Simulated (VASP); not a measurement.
# Al15TeN15 (a cell with a defect) in VASP: further runs

Al15TeN15 (a cell with a defect) is run at these levels: PBE; tasks: single point.

Everything below comes from runs of VASP 6.6.1. Logs are shortened: lines on timing, memory, paths and dates and some standing lists are left out, and cuts for length are marked.

**1. The cell of the first run**

The cell holds a defect, 31 atoms: a = 6.260 Å, b = 6.260 Å, c = 10.035 Å, α = 90.00°, β = 90.00°, γ = 120.00°.

**2. Single point, PBE**

The input, INCAR:

```
SYSTEM = Al15TeN15
ALGO     = Normal         ! electronic algorithm
EDIFF    = 1E-6           ! SCF threshold, eV
ENCUT    = 520            ! plane-wave cutoff, eV
GGA      = PE             ! functional
GGA_COMPAT= .False.      
ISIF     = 2              ! what is computed and relaxed
ISMEAR   = 0              ! smearing method
ISYM     = -1           
LASPH    = .True.         ! aspherical terms in the spheres
LCHARG   = .False.        ! write CHGCAR
LREAL    = Auto         
LWAVE    = .False.        ! write WAVECAR
NBANDS   = 84             ! bands
NELECT   = 128.0        
NELM     = 120            ! most SCF steps
PREC     = Accurate       ! precision mode
SIGMA    = 0.01           ! smearing width, eV
```

The input, KPOINTS:

```
explicit points
1
Reciprocal
  0.25000000   0.25000000   0.25000000 1
```

The input, POSCAR:

```
Al15TeN15
1.0
    6.2595139102      0.0000000601      0.0000000000
   -3.1297570100      5.4208980298      0.0000000000
    0.0000000000      0.0000000000     10.0348065900
Al Te N
15 1 15
Direct
    0.3307474556      0.1687271658      0.2232216762
    0.3392387059      0.1601714892      0.7493603604
    0.1670586149      0.3319750915      0.9799135016
    0.3309420025      0.6646236764      0.2497161479
    0.1563880970      0.7993580706      0.5068000897
    0.3392602148      0.6595356608      0.7523363916
    0.1675917063      0.8270181043      0.9973001574
    0.8345661907      0.1683098127      0.2499709235
    0.6997870255      0.3427787727      0.5068694347
    0.8403037416      0.1602577276      0.7520239053
    0.6723671722      0.3315017183      0.9972729932
    0.8339805380      0.6660901473      0.2534094669
    0.6618108359      0.8368511724      0.4957859944
    0.8352877231      0.6637436707      0.7511179177
    0.6686020414      0.8306945588      1.0030446458
    0.2696373787      0.2295872793      0.4622034957
    0.1623946424      0.3358349462      0.1718827424
    0.3393588790      0.1598754450      0.9430566607
    0.1730753075      0.3273556006      0.7314955235
    0.3439135393      0.6974850372      0.4302441186
    0.1626037925      0.8264798352      0.1833357800
    0.3424138616      0.6756507037      0.9417146870
    0.1684286382      0.8183665804      0.6977692845
    0.8011070607      0.1547007886      0.4304720784
    0.6735799514      0.3376069576      0.1833026398
    0.8233367350      0.1565074350      0.9412877200
    0.6806414834      0.3304224903      0.6977428413
    0.8299769731      0.6692276723      0.4428439192
    0.6699332979      0.8295738862      0.1886573983
    0.8329521214      0.6658898683      0.9389350265
    0.6712741818      0.8277940979      0.6902058739
```

Potentials or basis: VASP PAW PBE potentials, release 64 (Al, Te, N).

Command:

```
cat potpaw_PBE.64/Al/POTCAR potpaw_PBE.64/Te/POTCAR potpaw_PBE.64/N/POTCAR > POTCAR
mpirun -np 1 vasp_std > vasp.out
```

OUTCAR:

```text
SYSTEM = Al15TeN15
   EDIFF = 1E-6
   ENCUT = 520
   GGA = PE
   ISIF = 2
   ISMEAR = 0
   ISYM = -1
   LASPH = .True.
   LREAL = Auto
   NELECT = 128.0
   NELM = 120
   PREC = Accurate

 ion  position               nearest neighbor table
   1  0.331  0.169  0.223-  17 1.89  21 1.90  25 1.90  16 2.49  11 2.93   7 2.93   3 3.02   4 3.11
                             8 3.12  12 3.14  12 3.15   8 3.17   4 3.17
   2  0.339  0.160  0.749-  19 1.82  27 1.92  23 1.92  18 1.94   3 2.97  16 2.98  11 3.07   7 3.07
                             9 3.12   5 3.12  10 3.12   6 3.13  14 3.13  14 3.13   6 3.13  10 3.14
   3  0.167  0.332  0.980-  22 1.90  18 1.90  26 1.90  17 1.93  19 2.49  10 2.89   6 2.89   2 2.97
                             1 3.02  11 3.10   7 3.10  15 3.14  15 3.14   7 3.17  11 3.17   4 3.25
   4  0.331  0.665  0.250-  20 1.82  21 1.91  29 1.94  17 1.95  13 3.05  15 3.08   5 3.08   7 3.09
                             8 3.11   1 3.11  12 3.12  12 3.14   8 3.15   1 3.17   3 3.25  16 3.33
   5  0.156  0.799  0.507-  20 1.77  28 1.89  23 1.92  16 2.46   9 2.86  14 3.01   6 3.02  13 3.06
                             4 3.08  12 3.09   2 3.12  13 3.22
   6  0.339  0.660  0.752-  19 1.81  23 1.87  22 1.90  31 1.90   3 2.89   5 3.02   7 3.07  15 3.09
                            14 3.09  13 3.11  10 3.12   2 3.13   2 3.13  10 3.14  14 3.17
   7  0.168  0.827  0.997-  22 1.86  21 1.87  18 1.88  30 1.91   1 2.93  14 3.06   6 3.07   2 3.07
                             4 3.09  11 3.10   3 3.10  15 3.13  15 3.14  12 3.14  11 3.16   3 3.17
   8  0.835  0.168  0.250-  24 1.82  25 1.91  29 1.94  17 1.94  13 3.05   9 3.08  15 3.08  11 3.09
                             4 3.11   1 3.12  12 3.12  12 3.14   4 3.15   1 3.17   3 3.25  16 3.32
   9  0.700  0.343  0.507-  24 1.77  28 1.89  27 1.92  16 2.46   5 2.86  14 3.01  10 3.02  13 3.06
                             8 3.08  12 3.09   2 3.12  13 3.22
  10  0.840  0.160  0.752-  19 1.82  27 1.87  26 1.90  31 1.91   3 2.89   9 3.02  11 3.07  15 3.09
                            14 3.09  13 3.11   2 3.12   6 3.12   6 3.14   2 3.14  14 3.17
  11  0.672  0.332  0.997-  26 1.86  25 1.87  18 1.89  30 1.91   1 2.93  14 3.06  10 3.07   2 3.07
                             8 3.09   3 3.10   7 3.10  15 3.12  15 3.14  12 3.15   7 3.16   3 3.17
  12  0.834  0.666  0.253-  29 1.89  28 1.90  25 1.91  21 1.92  13 3.06  15 3.08   5 3.09   9 3.09
                             4 3.12   8 3.12   8 3.14   1 3.14   7 3.14   4 3.14  11 3.15   1 3.15
  13  0.662  0.837  0.496-  24 1.85  20 1.85  28 1.90  31 1.95   8 3.05   4 3.05   5 3.06   9 3.06
                            12 3.06   6 3.11  10 3.11  14 3.18   9 3.22   5 3.22  16 3.36  16 3.36
  14  0.835  0.664  0.751-  31 1.88  30 1.88  23 1.89  27 1.89   9 3.01   5 3.01  11 3.06   7 3.06
                             6 3.09  10 3.09  15 3.11   2 3.13   2 3.13  10 3.17   6 3.17  13 3.18
  15  0.669  0.831  0.003-  29 1.86  26 1.87  22 1.87  30 1.90   4 3.08   8 3.08  12 3.08   6 3.09
                            10 3.09  14 3.11  11 3.12   7 3.13   7 3.14  11 3.14   3 3.14   3 3.14
  16  0.270  0.230  0.462-   9 2.46   5 2.46   1 2.49   2 2.98   8 3.32   4 3.33  13 3.36  13 3.36

  17  0.162  0.336  0.172-   1 1.89   3 1.93   8 1.94   4 1.95
[... 147 lines left out ...]
     AMIX     =   0.40;   BMIX     =  1.00
     AMIX_MAG =   1.60;   BMIX_MAG =  1.00
  volume/ion in A,a.u.               =      10.98        74.12
  Fermi-wavevector in a.u.,A,eV,Ry     =   1.181511  2.232733 18.993310  1.395969
  Thomas-Fermi vector in A             =   2.317783
   LORBIT       =      0    0 simple, 1 ext, 2 COOP (PROOUT), +10 PAW based schemes
   GGA     = PE    functional components
   LHFCALC =     F    Hartree Fock is set to
   AEXX    =    0.0000 exact exchange contribution
   IVDW    =     0    specifies the selected vdW correction
   LEPSILON=     F    determine dielectric tensor
   LRPA    =     F    only Hartree local field effects (RPA)
 non-spin polarized calculation
 Gauss-broadening in eV      SIGMA  =   0.01
  energy-cutoff  :      520.00
  volume of cell :      340.50
 maximum number of plane-waves:      9148
 NGX is ok and might be reduce to    48
   NGX = 23   NGY = 23   NGZ = 37

 number of electron     127.9999997 magnetization

 Free energy of the ion-electron system (eV)
  ---------------------------------------------------
  ext. energy  EPLUGINS =         0.00000000
  ---------------------------------------------------
  free energy    TOTEN  =      -206.58417751 eV

  energy without entropy =     -206.58417751  energy(sigma->0) =     -206.58417751

 E-fermi :   8.5179     XC(G=0): -10.9476

 val. band max:        8.4669379850   @ k =   0.2500   0.2500   0.2500
 cond. band min:      11.4603235674   @ k =   0.2500   0.2500   0.2500
 fundamental gap:      2.9933855824
 Fermi energy:         8.5178663193

 k-point     1 :       0.2500    0.2500    0.2500
  band No.  band energies     occupation
      1      -8.6543      2.00000
      2      -8.1078      2.00000
      3      -8.0207      2.00000
      4      -7.9244      2.00000
      5      -7.5653      2.00000
      6      -7.4133      2.00000
[... 68 lines left out ...]
     75      13.1253      0.00000
     76      13.2584      0.00000
 [bands above 76 left out]

------------------------ aborting loop because EDIFF is reached ----------------------------------------

  FORCE on cell =-STRESS in cart. coord.  units (eV):
  Direction    XX          YY          ZZ          XY          YZ          ZX
  --------------------------------------------------------------------------------------
  -------------------------------------------------------------------------------------
  Total       41.0724197     32.0407584     46.0392654     -7.9022848     -1.1417147      2.8976961
  in kB      193.2591282    150.7622167    216.6297567    -37.1828268     -5.3721402     13.6346052
  external PRESSURE =     186.8837006 kB  Pullay stress =       0.0000000 kB

 VOLUME and BASIS-vectors are now :
 -----------------------------------------------------------------------------
  energy-cutoff  :      520.00
  volume of cell :      340.50
      direct lattice vectors                 reciprocal lattice vectors
     6.259513910  0.000000060  0.000000000     0.159756813  0.092235641  0.000000000
    -3.129757010  5.420898030  0.000000000    -0.000000002  0.184471279  0.000000000
     0.000000000  0.000000000 10.034806590     0.000000000  0.000000000  0.099653141

 POSITION                                       TOTAL-FORCE (eV/Angst)
 -----------------------------------------------------------------------------------
      1.54224      0.91465      2.23999         0.012952     -0.006692     -0.034425
      1.62217      0.86827      7.51969         0.002963     -0.000065      0.007354
      0.00670      1.79960      9.83324         0.003689     -0.001354     -0.001137
     -0.00857      3.60286      2.50585        -0.001861      0.002287     -0.000232
     -1.52288      4.33324      5.08564         0.010193     -0.035140      0.011527
      0.05942      3.57528      7.54955        -0.001159     -0.002320      0.003932
[... 23 lines left out ...]
      3.12980      3.60972      9.42203        -0.004452      0.002060     -0.006452
      1.61106      4.48739      6.92608        -0.005426      0.001421     -0.005510
 -----------------------------------------------------------------------------------
    total drift:                                0.009760      0.001549      0.005467

  FREE ENERGIE OF THE ION-ELECTRON SYSTEM (eV)
  ---------------------------------------------------
  free  energy   TOTEN  =      -206.5841775078 eV

  energy  without entropy=     -206.5841775078  energy(sigma->0) =     -206.58417751
```

It took 1.7 min on 1 thread of Intel Xeon Platinum 8375C at 2.90GHz (Ice Lake), shared host; peak memory 0.41 GiB.

Results:

| Item | Value |
| --- | --- |
| Free energy | -206.5842 eV |
| Largest force | 0.094 eV/Å |

Forces on the atoms (eV/Å):
```
Al   0.013 -0.007 -0.034
Al   0.003  0.000  0.007
Al   0.004 -0.001 -0.001
Al  -0.002  0.002  0.000
Al   0.010 -0.035  0.012
Al  -0.001 -0.002  0.004
Al   0.001  0.000 -0.002
Al  -0.003  0.002 -0.001
Al   0.039  0.009  0.012
Al  -0.001  0.004  0.006
Al   0.000 -0.002 -0.001
Al   0.003 -0.001 -0.001
Al   0.002  0.000 -0.001
Al   0.005 -0.002  0.005
Al   0.000  0.000  0.004
Te  -0.081  0.045  0.017
N    0.002  0.000  0.007
N   -0.004  0.001 -0.007
N    0.002  0.004 -0.001
N    0.014 -0.012  0.000
N   -0.002  0.001 -0.003
N   -0.001 -0.001 -0.003
N    0.000 -0.001 -0.001
N    0.017 -0.006  0.001
N    0.000  0.000 -0.003
N   -0.003 -0.002 -0.002
N    0.001  0.000  0.000
N   -0.006  0.003  0.005
N   -0.001 -0.001 -0.007
N   -0.004  0.002 -0.006
N   -0.005  0.001 -0.006
```

Levels at points of the mesh, in eV from the Fermi level:
```
           k point  band 61  band 62  band 63  band 64  band 65  band 66  band 67  band 68
(0.25, 0.25, 0.25)    -2.35    -1.53    -1.27    -0.05     2.94     3.47     3.56     3.65
```

Caveat: the cell carries a net charge on a neutralising background, which shifts energy and pressure; the cell is charged against a uniform background, so pressure and absolute levels hang on convention; spin-orbit coupling is left out, which moves the levels of the heavy elements.

**3. Single point, PBE**

The input, INCAR:

```
SYSTEM = Al15TeN15
PREC = Accurate
ENCUT = 520
EDIFF = 1E-6
ISMEAR = -1
SIGMA = 0.01
LREAL = Auto
LASPH = .TRUE.
NELM = 120
ALGO = Normal
ISIF = 2
LWAVE = .FALSE.
LCHARG = .FALSE.
GGA = PE
NBANDS = 84
GGA_COMPAT = .FALSE.
ISYM = -1
```

KPOINTS is that of step 2.

The input, POSCAR:

```
Al15TeN15
1.0
    6.2595139102      0.0000000601      0.0000000000
   -3.1297570100      5.4208980298      0.0000000000
    0.0000000000      0.0000000000     10.0348065900
Al Te N
15 1 15
Direct
    0.3198051942      0.1726949784      0.2183875984
    0.3410254372      0.1542417900      0.7527546165
    0.1636259990      0.3332946430      0.9904095679
    0.3312570331      0.6708052359      0.2474216655
    0.1501107600      0.8001840016      0.5114932089
    0.3405815118      0.6545694514      0.7492308066
    0.1656412829      0.8248002865      0.9968354671
    0.8261854794      0.1646906014      0.2476075233
    0.6984162173      0.3469064697      0.5116224443
    0.8413603161      0.1551957463      0.7492291610
    0.6701830271      0.3295992961      0.9971750877
    0.8296262919      0.6650799286      0.2506664975
    0.6677408741      0.8303162124      0.5004971156
    0.8357120011      0.6591294223      0.7544979157
    0.6674341606      0.8289869104      1.0000844980
    0.2519634046      0.2447366890      0.4671184245
    0.1542791585      0.3413196140      0.1767704296
    0.3331611279      0.1623385765      0.9433694972
    0.1764110852      0.3195936781      0.6996792691
    0.3455761183      0.6914237634      0.4347872803
    0.1613101522      0.8305334516      0.1860581535
    0.3373855063      0.6673891657      0.9374672665
    0.1690332698      0.8148379196      0.6977767122
    0.8148894718      0.1556260385      0.4358703875
    0.6624893255      0.3314892150      0.1872026233
    0.8293009191      0.1596217585      0.9375761321
    0.6800632670      0.3254862480      0.6976225088
    0.8310163747      0.6653964448      0.4408455220
    0.6659760413      0.8305300274      0.1879159532
    0.8317436652      0.6630194281      0.9411176556
    0.6731710945      0.8226200149      0.6896152848
```

Potentials or basis: VASP PAW PBE potentials, release 64 (Al, Te, N).

Command:

```
cat potpaw_PBE.64/Al/POTCAR potpaw_PBE.64/Te/POTCAR potpaw_PBE.64/N/POTCAR > POTCAR
mpirun -np 1 vasp_std > vasp.out
```

It took 1.9 min on 1 thread of Intel Xeon Platinum 8375C at 2.90GHz (Ice Lake), shared host; peak memory 0.42 GiB.

Results (log left out):

```yaml
Free_energy: -223.1008 eV
Pressure: 5.0 GPa
Largest_force: 0.030 eV/Å
Band_gap_on_the_k_mesh: 0.80 eV
```

Forces on the atoms (eV/Å):
```
Al   0.009 -0.002 -0.001
Al   0.000  0.001  0.000
Al   0.004  0.000  0.004
Al  -0.006  0.003 -0.002
Al   0.009 -0.005  0.001
Al   0.001  0.004  0.004
Al   0.002  0.001  0.001
Al  -0.005 -0.001 -0.001
Al   0.004 -0.006  0.002
Al   0.000  0.002  0.002
Al  -0.003 -0.003 -0.003
Al   0.004  0.001 -0.002
Al  -0.005 -0.003 -0.004
Al   0.003 -0.003  0.005
Al  -0.002 -0.002  0.005
Te  -0.023  0.011  0.017
N   -0.004  0.005  0.004
N   -0.001  0.002  0.002
N    0.004 -0.003 -0.011
N    0.009 -0.002 -0.003
N    0.003 -0.001  0.002
N    0.002 -0.003 -0.002
N    0.000  0.005 -0.006
N    0.009 -0.006 -0.007
N    0.004  0.002  0.002
N    0.000 -0.001 -0.002
N   -0.002  0.002 -0.001
N   -0.010  0.004 -0.005
N   -0.001  0.000  0.004
N   -0.002 -0.001 -0.002
N   -0.002  0.001 -0.004
```

Stress tensor (GPa, compression positive):
```
 3.71 -2.04  3.10
-2.04  1.38 -1.46
 3.10 -1.46  9.92
```

Levels at points of the mesh, in eV from the valence-band top:
```csv
k point,band 61,band 62,band 63,band 64,band 65,band 66
"(0.25, 0.25, 0.25)",-1.69,-0.73,0.00,0.80,4.05,4.57
```

Caveat: spin-orbit coupling is left out, which moves the levels of the heavy elements.

[end of part 1 of 2]
